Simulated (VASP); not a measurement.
Set up this calculation in VASP 6.6.1, as the native input.

```
Task                   : single point
Functional             : PBEsol
Potentials or basis    : VASP PAW PBE potentials, release 64 (Pb_d, Te)
Cutoff                 : 520 eV
k mesh                 : 8 × 8 × 8
Occupations            : gaussian, width 0.05 eV
Spin                   : no spin polarisation
Dipole correction      : no
Further INCAR settings : ALGO = Normal; EDIFF = 1e-06; NBANDS = 17
```

The structure of TePb lies in POSCAR:

```
TePb
1.0
    4.0022870000      0.0000000000      0.0000000000
    0.0000000000      4.0022870000      0.0000000000
    0.0000000000      0.0000000000      4.0022870000
Pb Te
1 1
Direct
    0.0000000000      0.0000000000      0.0000000000
    0.5000000000      0.5000000000      0.5000000000
```

The input as run:

INCAR

```
ALGO = Normal ; EDIFF = 1E-6
ENCUT = 520 ; GGA = PS
ISIF = 2 ; ISMEAR = 0
LASPH = T ; LCHARG = F
LREAL = F ; LWAVE = F
NBANDS = 17 ; NELM = 80
PREC = Accurate ; SIGMA = 0.05
```

KPOINTS

```
k-points
0
Gamma
  8 8 8
```

Potentials or basis: VASP PAW PBE potentials, release 64 (Pb_d, Te).

Run with:

```console
$ cat potpaw_PBE.64/Pb_d/POTCAR potpaw_PBE.64/Te/POTCAR > POTCAR
$ mpirun -np 1 vasp_std > vasp.out
```

It gave:

```yaml
Pressure: -2.7 GPa
Band_gap_on_the_k_mesh: zero (bands 10 and 11 overlap by 1.33 eV)
```

Caveat: the PAW data sets were made with another functional, which shifts forces and pressure a little; spin-orbit coupling is left out, which moves the levels of the heavy elements.

Run time: 46 s on 1 thread of AMD EPYC 7R43 64-Core Processor (Zen 3), with other jobs on the host, peak memory 0.15 GiB.
